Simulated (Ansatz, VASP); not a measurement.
## One calculation of F, two programs

```
F
1.0
     2.73710   -1.62637    0.00019
     2.74588    1.64107   -0.00312
    -1.53376   -0.01127    7.09041
F
4
Cartesian
  4.0355 -0.5495 0.7210
  0.6338 -0.6525 2.7387
  -0.2133 0.6517 6.5012
  3.3961 0.5461 4.2294
```

Change from the starting cell: all atoms moved at random (sigma 0.07 Å), cell strained at random (1 %).

Alike in both runs: task single point; functional PBEsol; k mesh 8 × 8 × 4; occupations gaussian, width 0.02 eV; no spin polarisation.

```csv
,VASP,Ansatz
version,VASP 6.6.1,Ansatz 0.2.0
potentials or method,"VASP PAW PBE potentials, release 64 (F), cutoff 520 eV","scalar-relativistic, plane waves, PAW"
valence electrons in the cell,28,28
```

Ansatz gave:

```
gap on the k mesh at the Fermi level (eV)                     : 1.49
least direct gap on the mesh (eV)                             : 1.49
pressure (GPa)                                                : -3.1
traceless stress, the component that is largest in VASP (GPa) : 4.83
rms of the force components (eV/Å)                            : 1.455
```

Question: Estimate VASP's values.

Answer: gap on the k mesh at the Fermi level (eV): 1.46; least direct gap on the mesh (eV): 1.46; pressure (GPa): -2.8; traceless stress, the component that is largest in VASP (GPa): 5.16; rms of the force components (eV/Å): 1.468.

VASP's potentials were made for PBE, not for PBEsol. Atom by atom the forces differ by 0.215 eV/Å (rms over components).
